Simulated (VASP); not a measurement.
MgO: single point with PBEsol

The system is MgO.

```
CELL_PARAMETERS angstrom
3.66070 0.00000 0.00000
-1.83035 3.17026 0.00000
0.00000 0.00000 4.38694
ATOMIC_POSITIONS crystal
Mg 0.66667 0.33333 0.75000
Mg 0.33333 0.66667 0.25000
O 0.66667 0.33333 0.25000
O 0.33333 0.66667 0.75000
```

This cell differs from its parent crystal: strain +0.050 along x and y, +0.050 along z.

```
Program                : VASP 6.6.1
Task                   : single point
Functional             : PBEsol
Potentials or basis    : VASP PAW PBE potentials, release 64 (Mg, O)
Cutoff                 : 520 eV
k mesh                 : 9 × 9 × 6
Occupations            : gaussian, width 0.05 eV
Spin                   : no spin polarisation
Dipole correction      : no
Further INCAR settings : ALGO = Normal; EDIFF = 1e-06; NBANDS = 16
```

```
Pressure               : -14.0 GPa
Band gap on the k mesh : 2.61 eV, direct
```

Stress tensor (GPa, compression positive):
```
-13.76   0.00   0.00
  0.00 -13.76   0.00
  0.00   0.00 -14.60
```

Levels at points of the mesh, in eV from the valence-band top:
```tsv
k point	band 6	band 7	band 8	band 9	band 10	band 11
(0.00, 0.00, 0.00)	-0.64	-0.64	0.00	2.61	8.24	10.97
(0.00, 0.00, 0.50)	-1.07	-1.07	-1.07	5.59	5.59	11.81
```

Wall time 51 s on 1 thread of Intel Xeon 8259CL, on a shared host, peak memory 0.19 GiB.

Caveat: the cell differs from its parent crystal (strain +0.050 along x and y, +0.050 along z); the PAW data sets were made with another functional, which shifts forces and pressure a little.
